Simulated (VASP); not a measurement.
A run of VASP 6.6.1:

The input INCAR:

```
SYSTEM = VSi2
ALGO = Normal ; EDIFF = 1E-6
ENCUT = 520 ; GGA = PE
ISIF = 2 ; ISMEAR = 0
LASPH = .TRUE. ; LCHARG = .FALSE.
LREAL = .FALSE. ; LWAVE = .FALSE.
NBANDS = 42 ; NELM = 100
PREC = Accurate ; SIGMA = 0.1
```

File KPOINTS:

```
k-points
0
G
  6 6 4
  0 0 0
```

POSCAR

```
VSi2
1.0
    4.5347995800      0.0000000000      0.0000000000
   -2.2673997900      3.9272516400      0.0000000000
    0.0000000000      0.0000000000      6.3189006300
V Si
3 6
Direct
    0.0000000000      0.5000000000      0.1666666700
    0.5000000000      0.5000000000      0.8333333300
    0.5000000000      0.0000000000      0.5000000000
    0.8375067800      0.6750135500      0.5000000000
    0.1624932300      0.8375067800      0.8333333300
    0.6750135500      0.8375067800      0.1666666700
    0.1624932200      0.3249864500      0.5000000000
    0.8375067800      0.1624932200      0.8333333300
    0.3249864500      0.1624932300      0.1666666700
```

Potentials or basis: VASP PAW PBE potentials, release 64 (V_sv, Si).

Launch:

```sh
$ cat potpaw_PBE.64/V_sv/POTCAR potpaw_PBE.64/Si/POTCAR > POTCAR
$ mpirun -np 1 vasp_std > vasp.out
```

Hardware: 1 thread of Intel(R) Xeon(R) 6975P-C (Granite Rapids), with other jobs on the host.

Problem. How long does it take, and how much memory?

Solution. Wall time 65 s on 1 thread of Intel(R) Xeon(R) 6975P-C (Granite Rapids), on a shared host, peak memory 0.26 GiB. Counts: scf iterations 14, k points 21.
